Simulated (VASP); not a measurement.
# Ca2F (P6/mmm) in VASP: further runs, part 2 of 2

VASP 6.6.1. Earlier steps stand in the parts before.

## Step 3: Single point, r2SCAN

File POSCAR:

```
Ca2F
1.0
    5.8262791178      0.0000000000      0.0000000000
   -2.9131395589      5.0457057256      0.0000000000
    0.0000000000      0.0000000000      3.4838689234
Ca F
2 1
Direct
    0.3333333333      0.6666666667      0.5000000000
    0.6666666667      0.3333333333      0.5000000000
    0.0000000000      0.0000000000      0.0000000000
```

File INCAR.step1:

```
SYSTEM = Ca2F
ALGO     = Normal         ! electronic algorithm
EDIFF    = 1E-4           ! SCF threshold, eV
ENCUT    = 520            ! plane-wave cutoff, eV
GGA      = PE             ! functional
ISMEAR   = 0              ! smearing method
LASPH    = .True.         ! aspherical terms in the spheres
LCHARG   = .False.        ! write CHGCAR
LREAL    = .False.        ! projectors in reciprocal space
LWAVE    = .True.         ! write WAVECAR
NBANDS   = 20             ! bands
NELM     = 80             ! most SCF steps
PREC     = Accurate       ! precision mode
SIGMA    = 0.1            ! smearing width, eV
```

File INCAR.step2:

```
SYSTEM = Ca2F
ALGO     = Normal         ! electronic algorithm
EDIFF    = 1E-6           ! SCF threshold, eV
ENCUT    = 520            ! plane-wave cutoff, eV
ISIF     = 2              ! what is computed and relaxed
ISMEAR   = 0              ! smearing method
ISTART   = 1            
LASPH    = .True.         ! aspherical terms in the spheres
LCHARG   = .True.         ! write CHGCAR
LELF     = .True.         ! ELF
LMIXTAU  = .True.       
LREAL    = .False.        ! projectors in reciprocal space
LVHAR    = .True.       
LWAVE    = .False.        ! write WAVECAR
METAGGA  = R2SCAN         ! meta-GGA
NBANDS   = 20             ! bands
NELM     = 80             ! most SCF steps
PREC     = Accurate       ! precision mode
SIGMA    = 0.1            ! smearing width, eV
```

File KPOINTS:

```
k-points
0
Gamma
  12 12 14
  0 0 0
```

Potentials or basis: VASP PAW PBE potentials, release 64 (Ca_sv, F).

Started as:

```console
> cat potpaw_PBE.64/Ca_sv/POTCAR potpaw_PBE.64/F/POTCAR > POTCAR
> cp INCAR.step1 INCAR
> mpirun -np 1 vasp_std > vasp.out
> cp INCAR.step2 INCAR
> mpirun -np 1 vasp_std > vasp.out
```

OUTCAR:

```text
SYSTEM = Ca2F
   EDIFF = 1E-6
   ENCUT = 520
   ISIF = 2
   ISMEAR = 0
   ISTART = 1
   LASPH = .True.
   LREAL = .False.
   METAGGA = R2SCAN
   NELM = 80
   PREC = Accurate

 ion  position               nearest neighbor table
   1  0.333  0.667  0.500-
   2  0.667  0.333  0.500-
   3  0.000  0.000  0.000-

  LATTYP: Found a hexagonal cell.
 ALAT       =     5.8262791178
 C/A-ratio  =     0.5979577794

  Lattice vectors:

 A1 = (   5.8262791178,   0.0000000000,   0.0000000000)
 A2 = (  -2.9131395589,   5.0457057256,   0.0000000000)
 A3 = (   0.0000000000,   0.0000000000,   3.4838689234)

Analysis of symmetry for initial positions (statically):
=====================================================================
 Subroutine PRICEL returns:
 Original cell was already a primitive cell.

 Routine SETGRP: Setting up the symmetry group for a
 hexagonal supercell.

[... 163 lines left out ...]
  ext. energy  EPLUGINS =         0.00000000
  ---------------------------------------------------
  free energy    TOTEN  =       -18.25003703 eV

  energy without entropy =      -18.23887330  energy(sigma->0) =      -18.24445516

 E-fermi :   1.3407     XC(G=0):  -7.8066

 val. band max:        1.3344781972   @ k =   0.3333   0.0833   0.5000
 cond. band min:       1.3571963487   @ k =   0.1667   0.0000   0.0714
 fundamental gap:      0.0227181516
 Fermi energy:         1.3407133648

 k-point     1 :       0.0000    0.0000    0.0000
  band No.  band energies     occupation
      1     -43.2971      2.00000
      2     -43.2514      2.00000
      3     -23.5227      2.00000
      4     -23.5226      2.00000
      5     -23.3138      2.00000
      6     -23.3138      2.00000
[... 541 lines left out ...]
     19       3.5690      0.00000
     20       4.2361      0.00000

 [... further k-points ...]

------------------------ aborting loop because EDIFF is reached ----------------------------------------

  FORCE on cell =-STRESS in cart. coord.  units (eV):
  Direction    XX          YY          ZZ          XY          YZ          ZX
  --------------------------------------------------------------------------------------
  -------------------------------------------------------------------------------------
  Total       -0.0256549     -0.0256549     -0.0272349      0.0000000      0.0000000      0.0000000
  in kB       -0.4013336     -0.4013336     -0.4260500      0.0000000      0.0000000      0.0000000
  external PRESSURE =      -0.4095724 kB  Pullay stress =       0.0000000 kB

 VOLUME and BASIS-vectors are now :
 -----------------------------------------------------------------------------
  energy-cutoff  :      520.00
  volume of cell :      102.42
      direct lattice vectors                 reciprocal lattice vectors
     5.826279118  0.000000000  0.000000000     0.171636130  0.099094166  0.000000000
    -2.913139559  5.045705726  0.000000000     0.000000000  0.198188332  0.000000000
     0.000000000  0.000000000  3.483868923     0.000000000  0.000000000  0.287037205

 POSITION                                       TOTAL-FORCE (eV/Angst)
 -----------------------------------------------------------------------------------
     -0.00000      3.36380      1.74193        -0.000000      0.000000      0.000000
      2.91314      1.68190      1.74193         0.000000     -0.000000     -0.000000
      0.00000      0.00000      0.00000         0.000000      0.000000      0.000000
 -----------------------------------------------------------------------------------
    total drift:                               -0.000000      0.000000     -0.000000

  FREE ENERGIE OF THE ION-ELECTRON SYSTEM (eV)
  ---------------------------------------------------
  free  energy   TOTEN  =       -18.2500370267 eV

  energy  without entropy=      -18.2388733001  energy(sigma->0) =      -18.24445516
```

OSZICAR.step1:

```text
N       E                     dE             d eps       ncg     rms          rms(c)
DAV:   1     0.232837491352E+03    0.23284E+03   -0.12747E+04  6096   0.119E+03
DAV:   2     0.125804705812E+02   -0.22026E+03   -0.21496E+03  6544   0.344E+02
DAV:   3    -0.729685224201E+01   -0.19877E+02   -0.19482E+02 10292   0.768E+01
DAV:   4    -0.865389349797E+01   -0.13570E+01   -0.13391E+01  9052   0.172E+01
DAV:   5    -0.869350433946E+01   -0.39611E-01   -0.39569E-01  9200   0.258E+00    0.702E+00
DAV:   6    -0.709187303492E+01    0.16016E+01   -0.95049E+00  6912   0.112E+01    0.379E+00
DAV:   7    -0.697135133273E+01    0.12052E+00   -0.68314E-01  7584   0.426E+00    0.138E+00
DAV:   8    -0.691623805405E+01    0.55113E-01   -0.39214E-01  8168   0.246E+00    0.893E-01
DAV:   9    -0.690560092167E+01    0.10637E-01   -0.13250E-01  7248   0.137E+00    0.266E-01
DAV:  10    -0.690629059842E+01   -0.68968E-03   -0.15342E-02  7700   0.549E-01    0.543E-02
DAV:  11    -0.690625742026E+01    0.33178E-04   -0.69338E-04  6940   0.132E-01
   1 F= -.69062574E+01 E0= -.69003786E+01  d E =-.117577E-01
```

Run time: 14 min. Hardware: 1 thread of Oxide Virtual Turin-like, shared host; peak memory 0.42 GiB.

What came out:

| Quantity | Value |
| --- | --- |
| Free energy | -18.2500 eV |
| Pressure | 0.0 GPa |
| Band gap on the k mesh | zero (an odd number of electrons rules out a gap without spin polarisation) |

Levels at points of the mesh, in eV from the Fermi level:
| k point | band 10 | band 11 | band 12 | band 13 | band 14 | band 15 | band 16 | band 17 |
| --- | --- | --- | --- | --- | --- | --- | --- | --- |
| (0.00, 0.00, 0.00) | -3.27 | -3.21 | -3.21 | -2.57 | 0.61 | 0.65 | 0.65 | 0.78 |
| (0.50, 0.00, 0.00) | -3.72 | -3.22 | -2.57 | -1.48 | -1.38 | 0.63 | 0.88 | 1.13 |
| (0.00, 0.00, 0.50) | -3.37 | -3.01 | -3.01 | 0.05 | 0.10 | 0.34 | 0.34 | 1.91 |
| (0.50, 0.00, 0.50) | -3.28 | -3.12 | -3.07 | -0.02 | 0.34 | 0.56 | 0.60 | 1.11 |

Caveat: the PAW data sets were made with another functional, which shifts forces and pressure a little; an odd number of electrons without spin polarisation forces a metal; a magnetic or distorted state may lie lower.
